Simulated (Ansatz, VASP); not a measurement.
# Ca7YF16 in VASP and in Ansatz

```
Y Ca F
1.0
     0.00000    5.46200    5.46200
     5.46200    0.00000    5.46200
     5.46200    5.46200    0.00000
Y Ca F
1 7 16
Direct
  0.01133 0.01133 0.98867
  0.99810 0.99810 0.50190
  0.00328 0.49725 0.99672
  0.00328 0.49725 0.50275
  0.49725 0.00328 0.99672
  0.49725 0.00328 0.50275
  0.49810 0.49810 0.00190
  0.49858 0.49858 0.50142
  0.11780 0.11780 0.14166
  0.11780 0.11780 0.62273
  0.12330 0.63518 0.12076
  0.11957 0.63387 0.62328
  0.63518 0.12330 0.12076
  0.63387 0.11957 0.62328
  0.62719 0.62719 0.12305
  0.62719 0.62719 0.62257
  0.37672 0.37672 0.36613
  0.37672 0.37672 0.88043
  0.37743 0.87695 0.37281
  0.37727 0.85834 0.88220
  0.87695 0.37743 0.37281
  0.85834 0.37727 0.88220
  0.87924 0.87924 0.36482
  0.87924 0.87924 0.87670
```

Alike in both runs: functional PBE; k mesh 3 × 3 × 3; occupations fermi-dirac, width 0.01 eV; collinear spin.

Ansatz relaxed the structure, and its values are those at the end. VASP's run is a single point on that final structure, the one shown.

|  | VASP | Ansatz |
| --- | --- | --- |
| version | VASP 6.6.1 | Ansatz 0.2.0 |
| potentials or method | VASP PAW PBE potentials, release 64 (Y_sv, Ca_sv, F) | plane-wave PAW, scalar-relativistic |
| plane-wave cutoff (eV) | 520 | 420 |
| valence electrons in the cell | 193 | 193 |

|  | VASP | Ansatz | Ansatz less VASP |
| --- | --- | --- | --- |
| pressure (GPa) | 3.3 | 3.1 | -0.20 |
| rms of the force components (eV/Å) | 0.007 | 0.003 | -0.0042 |
| net moment per atom (μB) | 0.04 | 0.04 | 0.000 |
| size of the moment on the site where the two differ most (μB) | 0.33 | 0.16 | -0.171 |

Site moments also hang on the region over which each program counts them. Ansatz's warnings: stress scf threshold loose.
